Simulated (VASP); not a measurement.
# Ti in VASP: single point with PBE

Aim: the single point of Ti with PBE.

Everything below comes from runs of VASP 6.6.1. Logs are shortened: lines on timing, memory, paths and dates and some standing lists are left out, and cuts for length are marked.

### Step 1. The cell of the first run

The cell holds a slab with vacuum, 4 atoms: a = 3.256 Å, b = 3.256 Å, c = 18.883 Å, α = 90.00°, β = 90.00°, γ = 90.00°.

### Step 2. Single point, PBE

INCAR reads:

```
ALGO = Normal
DIPOL = 0.5 0.5 0.496
EDIFF = 1E-6
ENCUT = 520
GGA = PE
IDIPOL = 3
ISIF = 2
ISMEAR = 0
LASPH = T
LCHARG = T
LDIPOL = T
LELF = T
LREAL = F
LVACPOTAV = T
LVHAR = T
LWAVE = F
NBANDS = 32
NELM = 80
PREC = Accurate
SIGMA = 0.1
```

KPOINTS reads:

```
k-points
0
Gamma
  9 9 1
```

POSCAR reads:

```
Ti
1.0
    3.2555055358      0.0000000000      0.0000000000
    0.0000000000      3.2555055358      0.0000000000
    0.0000000000      0.0000000000     18.8832583036
Ti
4
Direct
    0.5000000000      0.5000000000      0.3706987368
    0.0000000000      0.0000000000      0.4568995789
    0.5000000000      0.5000000000      0.5384492793
    0.0000000000      0.0000000000      0.6185272018
```

Potentials or basis: VASP PAW PBE potentials, release 64 (Ti_sv).

Run with:

```console
cat potpaw_PBE.64/Ti_sv/POTCAR > POTCAR
mpirun -np 1 vasp_std > vasp.out
```

OUTCAR:

```text
EDIFF = 1E-6
   ENCUT = 520
   GGA = PE
   ISIF = 2
   ISMEAR = 0
   LASPH = T
   LREAL = F
   NELM = 80
   PREC = Accurate

 ion  position               nearest neighbor table
   1  0.500  0.500  0.371-   2 2.82   2 2.82   2 2.82   2 2.82
   2  0.000  0.000  0.457-   3 2.77   3 2.77   3 2.77   3 2.77   1 2.82   1 2.82   1 2.82   1 2.82

   3  0.500  0.500  0.538-   4 2.75   4 2.75   4 2.75   4 2.75   2 2.77   2 2.77   2 2.77   2 2.77

   4  0.000  0.000  0.619-   3 2.75   3 2.75   3 2.75   3 2.75

  LATTYP: Found a simple tetragonal cell.
 ALAT       =     3.2555055358
 C/A-ratio  =     5.8004073702

  Lattice vectors:

 A1 = (   3.2555055358,   0.0000000000,   0.0000000000)
 A2 = (   0.0000000000,   3.2555055358,   0.0000000000)
 A3 = (   0.0000000000,   0.0000000000,  18.8832583036)

Analysis of symmetry for initial positions (statically):
=====================================================================
 Subroutine PRICEL returns:
 Original cell was already a primitive cell.

 Routine SETGRP: Setting up the symmetry group for a
 simple tetragonal supercell.

 Subroutine GETGRP returns: Found  8 space group operations
 (whereof  8 operations were pure point group operations)
 out of a pool of 16 trial point group operations.

The static configuration has the point symmetry C_4v.

Analysis of symmetry for dynamics (positions and initial velocities):
=====================================================================
 Subroutine PRICEL returns:
 Original cell was already a primitive cell.

 Routine SETGRP: Setting up the symmetry group for a
 simple tetragonal supercell.

 Subroutine GETGRP returns: Found  8 space group operations
 (whereof  8 operations were pure point group operations)
 out of a pool of 16 trial point group operations.

The dynamic configuration has the point symmetry C_4v.

 Subroutine INISYM returns: Found  8 space group operations
 (whereof  8 operations are pure point group operations),
 and found     1 'primitive' translations

----------------------------------------------------------------------------------------

                                     Primitive cell

  volume of cell :     200.1307

  direct lattice vectors                    reciprocal lattice vectors
     3.255505536  0.000000000  0.000000000     0.307171955  0.000000000  0.000000000
     0.000000000  3.255505536  0.000000000     0.000000000  0.307171955  0.000000000
     0.000000000  0.000000000 18.883258304     0.000000000  0.000000000  0.052956962

  length of vectors
     3.255505536  3.255505536 18.883258304     0.307171955  0.307171955  0.052956962

  position of ions in fractional coordinates (direct lattice)
     0.500000000  0.500000000  0.370698737
     0.000000000  0.000000000  0.456899579
     0.500000000  0.500000000  0.538449279
     0.000000000  0.000000000  0.618527202

  ion indices of the primitive-cell ions
   primitive index   ion index
                 1           1
                 2           2
                 3           3
                 4           4

----------------------------------------------------------------------------------------

 KPOINTS: k-points

Automatic generation of k-mesh.
 Grid dimensions read from file:
 generate k-points for:    9    9    1

 Generating k-lattice:

  Cartesian coordinates                     Fractional coordinates (reciprocal lattice)
     0.034130217  0.000000000  0.000000000     0.111111111  0.000000000  0.000000000
     0.000000000  0.034130217  0.000000000     0.000000000  0.111111111  0.000000000
     0.000000000  0.000000000  0.052956962     0.000000000  0.000000000  1.000000000

  Length of vectors
     0.034130217  0.034130217  0.052956962

  Shift w.r.t. Gamma in fractional coordinates (k-lattice)
     0.000000000  0.000000000  0.000000000

 Subroutine IBZKPT returns following result:
 ===========================================

 Found     15 irreducible k-points:

 Following reciprocal coordinates:
            Coordinates               Weight
  0.000000  0.000000  0.000000      1.000000
  0.111111  0.000000  0.000000      4.000000
  0.222222  0.000000  0.000000      4.000000
  0.333333  0.000000  0.000000      4.000000
  0.444444  0.000000  0.000000      4.000000
  0.111111  0.111111  0.000000      4.000000
  0.222222  0.111111  0.000000      8.000000
  0.333333  0.111111  0.000000      8.000000
  0.444444  0.111111  0.000000      8.000000
  0.222222  0.222222  0.000000      4.000000
  0.333333  0.222222  0.000000      8.000000
  0.444444  0.222222  0.000000      8.000000
  0.333333  0.333333  0.000000      4.000000
  0.444444  0.333333  0.000000      8.000000
  0.444444  0.444444  0.000000      4.000000
   k-points           NKPTS =     15   k-points in BZ     NKDIM =     15   number of bands    NBANDS=     32
   number of dos      NEDOS =    301   number of ions     NIONS =      4
   total plane-waves  NPLWV =  80640
   dimension x,y,z NGX =    24 NGY =   24 NGZ =  140
   dimension x,y,z NGXF=    48 NGYF=   48 NGZF=  280
   ions per type =               4
   NGX,Y,Z   is equivalent  to a cutoff of  12.26, 12.26, 12.33 a.u.
   NGXF,Y,Z  is equivalent  to a cutoff of  24.51, 24.51, 24.65 a.u.
 SYSTEM =  unknown system
   PREC   = accura    normal or accurate (medium, high low for compatibility)
   ISTART =      0    job   : 0-new  1-cont  2-samecut
   ICHARG =      2    charge: 1-file 2-atom 10-const
   ISPIN  =      1    spin polarized calculation?
   LNONCOLLINEAR =      F non collinear calculations
   LSORBIT =      F    spin-orbit coupling
   LASPH  =      T    aspherical Exc in radial PAW
   ENCUT  =  520.0 eV  38.22 Ry    6.18 a.u.   6.05  6.05 35.11*2*pi/ulx,y,z
   NELM   =     80;   NELMIN=  2; NELMDL= -5     # of ELM steps
   EDIFF  = 0.1E-05   stopping-criterion for ELM
   LREAL  =      F    real-space projection
   EDIFFG = 0.1E-04   stopping-criterion for IOM
   NSW    =      0    number of steps for IOM
   IBRION =     -1    ionic relax: 0-MD 1-quasi-New 2-CG
   NFREE  =      0    steps in history (QN), initial steepest desc. (CG)
   ISIF   =      2    stress and relaxation
   ISYM   =      2    0-nonsym 1-usesym 2-fastsym
   POTIM  = 0.5000    time-step for ionic-motion
   TEBEG  =    0.0;   TEEND  =   0.0 temperature during run
   PSTRESS=    0.0 pullay stress
   NELECT =      48.0000    total number of electrons
   NUPDOWN=      -1.0000    fix difference up-down
   EMIN   =  10.00;   EMAX   =-10.00  energy-range for DOS
   EFERMI =   0.00;   METHOD = LEGACY
   ISMEAR =     0;   SIGMA  =   0.10  broadening in eV -4-tet -1-fermi 0-gaus
   EFERMI_NEDOS =   21; number of points for ismear=-14 and -15
   IALGO  =     38    algorithm
   IMIX   =      4    mixing-type and parameters
     AMIX     =   0.40;   BMIX     =  1.00
     AMIX_MAG =   1.60;   BMIX_MAG =  1.00
  volume/ion in A,a.u.               =      50.03       337.64
  Fermi-wavevector in a.u.,A,eV,Ry     =   1.017148  1.922130 14.076441  1.034589
  Thomas-Fermi vector in A             =   2.150532
   LORBIT       =      0    0 simple, 1 ext, 2 COOP (PROOUT), +10 PAW based schemes
   GGA     = PE    functional components
   LHFCALC =     F    Hartree Fock is set to
   AEXX    =    0.0000 exact exchange contribution
   IVDW    =     0    specifies the selected vdW correction
   LEPSILON=     F    determine dielectric tensor
   LRPA    =     F    only Hartree local field effects (RPA)
 non-spin polarized calculation
 Gauss-broadening in eV      SIGMA  =   0.10
  energy-cutoff  :      520.00
  volume of cell :      200.13
 maximum number of plane-waves:      5440
   NGX = 13   NGY = 13   NGZ = 71

 dipolmoment           0.000000      0.000000     -0.008931 electrons x Angstroem

 number of electron      48.0000017 magnetization

 dipolmoment           0.000000      0.000000      0.000608 electrons x Angstroem

 Free energy of the ion-electron system (eV)
  ---------------------------------------------------
  ext. energy  EPLUGINS =         0.00000000
  ---------------------------------------------------
  free energy    TOTEN  =       -28.86561772 eV

  energy without entropy =      -28.82533970  energy(sigma->0) =      -28.84547871

 E-fermi :   0.8069     XC(G=0):  -5.0897

 val. band max:        0.8014218999   @ k =   0.3333   0.2222   0.0000
 cond. band min:       0.8530769446   @ k =   0.2222   0.2222   0.0000
 fundamental gap:      0.0516550447
 Fermi energy:         0.8068945441

 k-point     1 :       0.0000    0.0000    0.0000
  band No.  band energies     occupation
      1     -56.2554      2.00000
      2     -56.1283      2.00000
      3     -55.5421      2.00000
      4     -55.3654      2.00000
      5     -32.6105      2.00000
      6     -32.4833      2.00000
[... 24 lines left out ...]
     31       2.4677      0.00000
     32       2.4680      0.00000

 k-point     2 :       0.1111    0.0000    0.0000
  band No.  band energies     occupation
      1     -56.2538      2.00000
      2     -56.1263      2.00000
      3     -55.5384      2.00000
      4     -55.3682      2.00000
      5     -32.6118      2.00000
      6     -32.4861      2.00000
[... 24 lines left out ...]
     31       2.0846      0.00000
     32       2.6754      0.00000

 k-point     3 :       0.2222    0.0000    0.0000
  band No.  band energies     occupation
      1     -56.2496      2.00000
      2     -56.1211      2.00000
      3     -55.5282      2.00000
      4     -55.3759      2.00000
      5     -32.6154      2.00000
      6     -32.4955      2.00000
[... 24 lines left out ...]
     31       2.1774      0.00000
     32       2.9631      0.00000

 k-point     4 :       0.3333    0.0000    0.0000
  band No.  band energies     occupation
      1     -56.2449      2.00000
      2     -56.1152      2.00000
      3     -55.5151      2.00000
      4     -55.3863      2.00000
      5     -32.6203      2.00000
      6     -32.5231      2.00000
[... 24 lines left out ...]
     31       2.6013      0.00000
     32       2.6449      0.00000

 k-point     5 :       0.4444    0.0000    0.0000
  band No.  band energies     occupation
      1     -56.2418      2.00000
      2     -56.1114      2.00000
      3     -55.5050      2.00000
      4     -55.3946      2.00000
      5     -32.6239      2.00000
      6     -32.5504      2.00000
[... 269 lines left out ...]
     31       2.6677      0.00000
     32       2.7763      0.00000

 k-point    13 :       0.3333    0.3333    0.0000
  band No.  band energies     occupation
      1     -56.2368      2.00000
      2     -56.1063      2.00000
      3     -55.5006      2.00000
      4     -55.3872      2.00000
      5     -32.5967      2.00000
      6     -32.5041      2.00000
[... 24 lines left out ...]
     31       2.5694      0.00000
     32       2.6761      0.00000

 k-point    14 :       0.4444    0.3333    0.0000
  band No.  band energies     occupation
      1     -56.2344      2.00000
      2     -56.1037      2.00000
      3     -55.4962      2.00000
      4     -55.3876      2.00000
      5     -32.5904      2.00000
      6     -32.5302      2.00000
[... 24 lines left out ...]
     31       2.7054      0.00000
     32       2.8186      0.00000

 k-point    15 :       0.4444    0.4444    0.0000
  band No.  band energies     occupation
      1     -56.2322      2.00000
      2     -56.1015      2.00000
      3     -55.4936      2.00000
      4     -55.3856      2.00000
      5     -32.5782      2.00000
      6     -32.5329      2.00000
[... 24 lines left out ...]
     31       2.8063      0.00000
     32       3.0287      0.00000

------------------------ aborting loop because EDIFF is reached ----------------------------------------

  FORCE on cell =-STRESS in cart. coord.  units (eV):
  Direction    XX          YY          ZZ          XY          YZ          ZX
  --------------------------------------------------------------------------------------
  -------------------------------------------------------------------------------------
  Total       -3.0129082     -3.0129082     -1.1005495      0.0000000      0.0000000      0.0000000
  in kB      -24.1202982    -24.1202982     -8.8106175      0.0000000      0.0000000      0.0000000
  external PRESSURE =     -19.0170713 kB  Pullay stress =       0.0000000 kB

 VOLUME and BASIS-vectors are now :
 -----------------------------------------------------------------------------
  energy-cutoff  :      520.00
  volume of cell :      200.13
      direct lattice vectors                 reciprocal lattice vectors
     3.255505536  0.000000000  0.000000000     0.307171955  0.000000000  0.000000000
     0.000000000  3.255505536  0.000000000     0.000000000  0.307171955  0.000000000
     0.000000000  0.000000000 18.883258304     0.000000000  0.000000000  0.052956962

 POSITION                                       TOTAL-FORCE (eV/Angst)
 -----------------------------------------------------------------------------------
      1.62775      1.62775      7.00000         0.000000      0.000000      0.587650
      0.00000      0.00000      8.62775         0.000000     -0.000000     -0.541838
      1.62775      1.62775     10.16768         0.000000     -0.000000     -0.011275
      0.00000      0.00000     11.67981         0.000000     -0.000000     -0.034537
 -----------------------------------------------------------------------------------
    total drift:                                0.000000     -0.000000     -0.000555

  FREE ENERGIE OF THE ION-ELECTRON SYSTEM (eV)
  ---------------------------------------------------
  free  energy   TOTEN  =       -28.8656177203 eV

  energy  without entropy=      -28.8253396983  energy(sigma->0) =      -28.84547871

 vacuum level on the upper side and lower side of the slab         4.089         4.078
```

It took 1.9 min on 1 thread of Intel Xeon Platinum 8488C (Sapphire Rapids), shared host; peak memory 0.29 GiB.

What came out:

| Quantity | Value |
| --- | --- |
| Free energy | -28.8656 eV |
| Largest force | 0.588 eV/Å |
| Band gap on the k mesh | zero (band 24 reaches 1.14 eV, above the bottom of band 25 at 0.58 eV) |

Forces in eV/Å, atoms in the order of the input:
```
Ti   0.000  0.000  0.588
Ti   0.000  0.000 -0.542
Ti   0.000  0.000 -0.011
Ti   0.000  0.000 -0.035
```
